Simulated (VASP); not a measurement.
# GaN (Pmm2) in VASP: single point with r2SCAN

Aim: the single point of GaN with r2SCAN.

Program: VASP 6.6.1. These are calculated values, not measurements. Logs are shortened: lines on timing, memory, paths and dates and some standing lists are left out, and cuts for length are marked.

**1. The cell of the first run**

Symmetry: Pmm2, No. 25, orthorhombic system. The conventional cell has a = 3.180 Å, b = 3.180 Å, c = 8.846 Å, α = 90.00°, β = 90.00°, γ = 90.00°. Within 2.6 Å of Ga (site symmetry mm2) lie 4 N at 1.95 Å. Within 2.6 Å of Ga (site symmetry mm2) lie 4 N at 1.95 Å. Within 2.6 Å of Ga (site symmetry mm2) lie 4 N at 1.95 Å. Ga (site symmetry mm2) has 4 N at 1.87 to 1.95 Å within 2.5 Å. Within 2.6 Å of N (site symmetry mm2) lie 4 Ga at 1.95 Å. N (site symmetry mm2) has 4 Ga at 1.95 Å within 2.6 Å. N (site symmetry mm2) has 4 Ga at 1.95 Å within 2.6 Å. Within 2.5 Å of N (site symmetry mm2) lie 4 Ga at 1.87 to 1.95 Å.

**2. Single point, r2SCAN (the distance across one plane changed)**

File POSCAR:

```
GaN
1.0
   -2.2489367689     -2.2489367689      0.0000000000
    2.2489367689     -2.2489367689      0.0000000000
    0.0000000000      0.0000000000      8.8457470756
Ga N
4 4
Direct
    0.5000000000      0.5000000000      0.1906794940
    0.0000000000      0.0000000000      0.4449188194
    0.5000000000      0.5000000000      0.6991581448
    0.0000000000      0.0000000000      0.9533974701
    0.5000000000      0.0000000000      0.3177991567
    0.0000000000      0.5000000000      0.5720384821
    0.5000000000      0.0000000000      0.8262778075
    0.0000000000      0.5000000000      0.0635598313
```

File INCAR.step1:

```
SYSTEM = GaN
ALGO = Normal
EDIFF = 1E-4
ENCUT = 520
GGA = PE
ISMEAR = 0
LASPH = .True.
LCHARG = .False.
LREAL = .False.
LWAVE = .True.
NBANDS = 46
NELM = 100
PREC = Accurate
SIGMA = 0.05
```

File INCAR.step2:

```
SYSTEM = GaN
ALGO = Normal
EDIFF = 1E-6
ENCUT = 520
ISIF = 2
ISMEAR = 0
ISTART = 1
LASPH = .True.
LCHARG = .False.
LMIXTAU = .True.
LREAL = .False.
LWAVE = .False.
METAGGA = R2SCAN
NBANDS = 46
NELM = 100
PREC = Accurate
SIGMA = 0.05
```

File KPOINTS:

```
k-points
0
Gamma
  8 8 3
  0 0 0
```

Potentials or basis: VASP PAW PBE potentials, release 64 (Ga_d, N).

Started as:

```console
$ cat potpaw_PBE.64/Ga_d/POTCAR potpaw_PBE.64/N/POTCAR > POTCAR
$ cp INCAR.step1 INCAR
$ mpirun -np 1 vasp_std > vasp.out
$ cp INCAR.step2 INCAR
$ mpirun -np 1 vasp_std > vasp.out
```

OUTCAR:

```text
SYSTEM = GaN
   EDIFF = 1E-6
   ENCUT = 520
   ISIF = 2
   ISMEAR = 0
   ISTART = 1
   LASPH = .True.
   LREAL = .False.
   METAGGA = R2SCAN
   NELM = 100
   PREC = Accurate

 ion  position               nearest neighbor table
   1  0.500  0.500  0.191-   5 1.95   5 1.95   8 1.95   8 1.95
   2  0.000  0.000  0.445-   6 1.95   6 1.95   5 1.95   5 1.95
   3  0.500  0.500  0.699-   7 1.95   7 1.95   6 1.95   6 1.95
   4  0.000  0.000  0.953-   8 1.87   8 1.87   7 1.95   7 1.95
   5  0.500  0.000  0.318-   1 1.95   1 1.95   2 1.95   2 1.95
   6  0.000  0.500  0.572-   2 1.95   2 1.95   3 1.95   3 1.95
   7  0.500  0.000  0.826-   4 1.95   4 1.95   3 1.95   3 1.95
   8  0.000  0.500  0.064-   4 1.87   4 1.87   1 1.95   1 1.95

  LATTYP: Found a simple tetragonal cell.
 ALAT       =     3.1804768795
 C/A-ratio  =     2.7812643860

  Lattice vectors:

 A1 = (  -2.2489367689,  -2.2489367689,   0.0000000000)
 A2 = (   2.2489367689,  -2.2489367689,   0.0000000000)
 A3 = (   0.0000000000,   0.0000000000,   8.8457470756)

Analysis of symmetry for initial positions (statically):
=====================================================================
 Subroutine PRICEL returns:
 Original cell was already a primitive cell.

 Routine SETGRP: Setting up the symmetry group for a
 simple tetragonal supercell.

 Subroutine GETGRP returns: Found  4 space group operations
 (whereof  4 operations were pure point group operations)
 out of a pool of 16 trial point group operations.

The static configuration has the point symmetry C_2v.

Analysis of symmetry for dynamics (positions and initial velocities):
=====================================================================
 Subroutine PRICEL returns:
 Original cell was already a primitive cell.

 Routine SETGRP: Setting up the symmetry group for a
 simple tetragonal supercell.

 Subroutine GETGRP returns: Found  4 space group operations
 (whereof  4 operations were pure point group operations)
 out of a pool of 16 trial point group operations.

The dynamic configuration has the point symmetry C_2v.

 Subroutine INISYM returns: Found  4 space group operations
 (whereof  4 operations are pure point group operations),
 and found     1 'primitive' translations

----------------------------------------------------------------------------------------

                                     Primitive cell

  volume of cell :      89.4786

  direct lattice vectors                    reciprocal lattice vectors
    -2.248936769 -2.248936769  0.000000000    -0.222327282 -0.222327282  0.000000000
     2.248936769 -2.248936769  0.000000000     0.222327282 -0.222327282  0.000000000
     0.000000000  0.000000000  8.845747076     0.000000000  0.000000000  0.113048677

  length of vectors
     3.180476879  3.180476879  8.845747076     0.314418258  0.314418258  0.113048677

  position of ions in fractional coordinates (direct lattice)
     0.500000000  0.500000000  0.190679494
     0.000000000  0.000000000  0.444918819
     0.500000000  0.500000000  0.699158145
     0.000000000  0.000000000  0.953397470
     0.500000000  0.000000000  0.317799157
     0.000000000  0.500000000  0.572038482
     0.500000000  0.000000000  0.826277807
     0.000000000  0.500000000  0.063559831

  ion indices of the primitive-cell ions
   primitive index   ion index
                 1           1
                 2           2
                 3           3
                 4           4
                 5           5
                 6           6
                 7           7
                 8           8

----------------------------------------------------------------------------------------

 KPOINTS: k-points

Automatic generation of k-mesh.
 Grid dimensions read from file:
 generate k-points for:    8    8    3

 Generating k-lattice:

  Cartesian coordinates                     Fractional coordinates (reciprocal lattice)
    -0.027790910 -0.027790910  0.000000000     0.125000000  0.000000000  0.000000000
     0.027790910 -0.027790910  0.000000000     0.000000000  0.125000000  0.000000000
     0.000000000  0.000000000  0.037682892     0.000000000  0.000000000  0.333333333

  Length of vectors
     0.039302282  0.039302282  0.037682892

  Shift w.r.t. Gamma in fractional coordinates (k-lattice)
     0.000000000  0.000000000  0.000000000

 Subroutine IBZKPT returns following result:
 ===========================================

 Found     50 irreducible k-points:

 Following reciprocal coordinates:
            Coordinates               Weight
  0.000000  0.000000  0.000000      1.000000
  0.125000  0.000000  0.000000      2.000000
  0.000000  0.125000  0.000000      2.000000
  0.250000  0.000000  0.000000      2.000000
  0.000000  0.250000  0.000000      2.000000
  0.375000  0.000000  0.000000      2.000000
[... 16 lines left out ...]
  0.500000  0.375000  0.000000      2.000000
 -0.375000  0.500000  0.000000      2.000000
 [... further k-points ...]
   k-points           NKPTS =     50   k-points in BZ     NKDIM =     50   number of bands    NBANDS=     46
   number of dos      NEDOS =    301   number of ions     NIONS =      8
   total plane-waves  NPLWV =  40320
   dimension x,y,z NGX =    24 NGY =   24 NGZ =   70
   dimension x,y,z NGXF=    48 NGYF=   48 NGZF=  140
   ions per type =               4   4
   NGX,Y,Z   is equivalent  to a cutoff of  12.54, 12.54, 13.16 a.u.
   NGXF,Y,Z  is equivalent  to a cutoff of  25.09, 25.09, 26.31 a.u.
 SYSTEM =  GaN
   PREC   = accura    normal or accurate (medium, high low for compatibility)
   ISTART =      1    job   : 0-new  1-cont  2-samecut
   ICHARG =      0    charge: 1-file 2-atom 10-const
   ISPIN  =      1    spin polarized calculation?
   LNONCOLLINEAR =      F non collinear calculations
   LSORBIT =      F    spin-orbit coupling
   LASPH  =      T    aspherical Exc in radial PAW
   ENCUT  =  520.0 eV  38.22 Ry    6.18 a.u.   5.91  5.91 16.45*2*pi/ulx,y,z
   NELM   =    100;   NELMIN=  2; NELMDL=  0     # of ELM steps
   EDIFF  = 0.1E-05   stopping-criterion for ELM
   LREAL  =      F    real-space projection
   EDIFFG = 0.1E-04   stopping-criterion for IOM
   NSW    =      0    number of steps for IOM
   IBRION =     -1    ionic relax: 0-MD 1-quasi-New 2-CG
   NFREE  =      0    steps in history (QN), initial steepest desc. (CG)
   ISIF   =      2    stress and relaxation
   ISYM   =      2    0-nonsym 1-usesym 2-fastsym
   POTIM  = 0.5000    time-step for ionic-motion
   TEBEG  =    0.0;   TEEND  =   0.0 temperature during run
   PSTRESS=    0.0 pullay stress
   NELECT =      72.0000    total number of electrons
   NUPDOWN=      -1.0000    fix difference up-down
   EMIN   =  10.00;   EMAX   =-10.00  energy-range for DOS
   EFERMI =   0.00;   METHOD = LEGACY
   ISMEAR =     0;   SIGMA  =   0.05  broadening in eV -4-tet -1-fermi 0-gaus
   EFERMI_NEDOS =   21; number of points for ismear=-14 and -15
   IALGO  =     38    algorithm
   IMIX   =      4    mixing-type and parameters
     AMIX     =   0.40;   BMIX     =  1.00
     AMIX_MAG =   1.60;   BMIX_MAG =  1.00
  volume/ion in A,a.u.               =      11.18        75.48
  Fermi-wavevector in a.u.,A,eV,Ry     =   1.522694  2.877475 31.546431  2.318597
  Thomas-Fermi vector in A             =   2.631239
   LORBIT       =      0    0 simple, 1 ext, 2 COOP (PROOUT), +10 PAW based schemes
   METAGGA = R2SCAN    functional components
   LHFCALC =     F    Hartree Fock is set to
   AEXX    =    0.0000 exact exchange contribution
   IVDW    =     0    specifies the selected vdW correction
   LEPSILON=     F    determine dielectric tensor
   LRPA    =     F    only Hartree local field effects (RPA)
 non-spin polarized calculation
 Gauss-broadening in eV      SIGMA  =   0.05
  energy-cutoff  :      520.00
  volume of cell :       89.48
 maximum number of plane-waves:      2433
   NGX = 11   NGY = 11   NGZ = 33

 number of electron      71.9999966 magnetization

 Free energy of the ion-electron system (eV)
  ---------------------------------------------------
  ext. energy  EPLUGINS =         0.00000000
  ---------------------------------------------------
  free energy    TOTEN  =       -87.41780971 eV

  energy without entropy =      -87.41780971  energy(sigma->0) =      -87.41780971

 E-fermi :   5.5559     XC(G=0): -12.7702

 val. band max:        5.3175333629   @ k =   0.0000   0.0000   0.0000
 cond. band min:       7.5135914305   @ k =   0.0000   0.0000   0.0000
 fundamental gap:      2.1960580676
 Fermi energy:         5.5559424433

 k-point     1 :       0.0000    0.0000    0.0000
  band No.  band energies     occupation
      1     -11.7947      2.00000
      2     -11.0170      2.00000
      3     -10.7428      2.00000
      4     -10.3017      2.00000
      5      -8.7009      2.00000
      6      -8.6925      2.00000
[... 38 lines left out ...]
     45      16.3924      0.00000
     46      16.4102      0.00000

 k-point     2 :       0.1250    0.0000    0.0000
  band No.  band energies     occupation
      1     -11.6881      2.00000
      2     -10.9653      2.00000
      3     -10.6994      2.00000
      4     -10.2972      2.00000
      5      -8.6927      2.00000
      6      -8.6739      2.00000
[... 38 lines left out ...]
     45      16.5252      0.00000
     46      16.5512      0.00000

 k-point     3 :       0.0000    0.1250    0.0000
  band No.  band energies     occupation
      1     -11.6814      2.00000
      2     -10.9614      2.00000
      3     -10.6996      2.00000
      4     -10.2970      2.00000
      5      -8.6878      2.00000
      6      -8.6860      2.00000
[... 38 lines left out ...]
     45      16.3926      0.00000
     46      16.5323      0.00000

 k-point     4 :       0.2500    0.0000    0.0000
  band No.  band energies     occupation
      1     -11.4264      2.00000
      2     -10.8387      2.00000
      3     -10.6014      2.00000
      4     -10.2930      2.00000
      5      -8.6725      2.00000
      6      -8.6419      2.00000
[... 920 lines left out ...]
     45      15.7627      0.00000
     46      16.1272      0.00000

 k-point    23 :       0.5000    0.3750    0.0000
  band No.  band energies     occupation
      1     -10.8136      2.00000
      2     -10.4511      2.00000
      3     -10.2738      2.00000
      4     -10.1587      2.00000
      5      -8.6155      2.00000
      6      -8.5331      2.00000
[... 38 lines left out ...]
     45      16.1364      0.00000
     46      16.2159      0.00000

 k-point    24 :      -0.3750    0.5000    0.0000
  band No.  band energies     occupation
      1     -10.8032      2.00000
      2     -10.4535      2.00000
      3     -10.2761      2.00000
      4     -10.1573      2.00000
      5      -8.6128      2.00000
      6      -8.5316      2.00000
[... 38 lines left out ...]
     45      16.0451      0.00000
     46      16.2900      0.00000

 [... further k-points ...]

------------------------ aborting loop because EDIFF is reached ----------------------------------------

  FORCE on cell =-STRESS in cart. coord.  units (eV):
  Direction    XX          YY          ZZ          XY          YZ          ZX
  --------------------------------------------------------------------------------------
  -------------------------------------------------------------------------------------
  Total        2.4687725      2.4687725      3.1932498     -0.9577297      0.0000000      0.0000000
  in kB       44.2051282     44.2051282     57.1774088    -17.1488310      0.0000000      0.0000000
  external PRESSURE =      48.5292217 kB  Pullay stress =       0.0000000 kB

 VOLUME and BASIS-vectors are now :
 -----------------------------------------------------------------------------
  energy-cutoff  :      520.00
  volume of cell :       89.48
      direct lattice vectors                 reciprocal lattice vectors
    -2.248936769 -2.248936769  0.000000000    -0.222327282 -0.222327282  0.000000000
     2.248936769 -2.248936769  0.000000000     0.222327282 -0.222327282  0.000000000
     0.000000000  0.000000000  8.845747076     0.000000000  0.000000000  0.113048677

 POSITION                                       TOTAL-FORCE (eV/Angst)
 -----------------------------------------------------------------------------------
      0.00000     -2.24894      1.68670        -0.000000     -0.000000      0.451832
      0.00000      0.00000      3.93564        -0.000000     -0.000000      0.223134
      0.00000     -2.24894      6.18458        -0.000000     -0.000000      0.188863
      0.00000      0.00000      8.43351         0.000000      0.000000     -1.968609
     -1.12447     -1.12447      2.81117         0.000000      0.000000     -0.189685
      1.12447     -1.12447      5.06011        -0.000000     -0.000000     -0.200379
     -1.12447     -1.12447      7.30904        -0.000000     -0.000000     -0.258585
      1.12447     -1.12447      0.56223        -0.000000     -0.000000      1.753430
 -----------------------------------------------------------------------------------
    total drift:                               -0.000000      0.000000     -0.013212

  FREE ENERGIE OF THE ION-ELECTRON SYSTEM (eV)
  ---------------------------------------------------
  free  energy   TOTEN  =       -87.4178097054 eV

  energy  without entropy=      -87.4178097054  energy(sigma->0) =      -87.41780971
```

Run time: 3.9 min. Hardware: 1 thread of Intel Xeon 6975P-C (Granite Rapids), shared host; peak memory 0.3 GiB.

Results:

```yaml
Free_energy: -87.4178 eV
Pressure: 4.9 GPa
Largest_force: 1.969 eV/Å
Band_gap_on_the_k_mesh: 2.20 eV
```

Forces on the atoms (eV/Å):
```
Ga   0.000  0.000  0.452
Ga   0.000  0.000  0.223
Ga   0.000  0.000  0.189
Ga   0.000  0.000 -1.969
N    0.000  0.000 -0.190
N    0.000  0.000 -0.200
N    0.000  0.000 -0.259
N    0.000  0.000  1.753
```

Levels at points of the mesh, in eV from the valence-band top:
```
           k point  band 34  band 35  band 36  band 37  band 38  band 39
(0.00, 0.00, 0.00)    -0.07    -0.01     0.00     2.20     3.64     5.04
(0.50, 0.00, 0.00)    -0.97    -0.93    -0.87     5.21     5.22     7.10
(0.00, 0.50, 0.00)    -1.02    -1.02    -0.89     5.16     5.31     7.05
(0.50, 0.50, 0.00)    -2.84    -2.81    -2.78     3.58     3.91     6.71
```

Caveat: the cell differs from its parent crystal (the distance across one plane changed); the cell stands under pressure; the PAW data sets were made with another functional, which shifts forces and pressure a little.
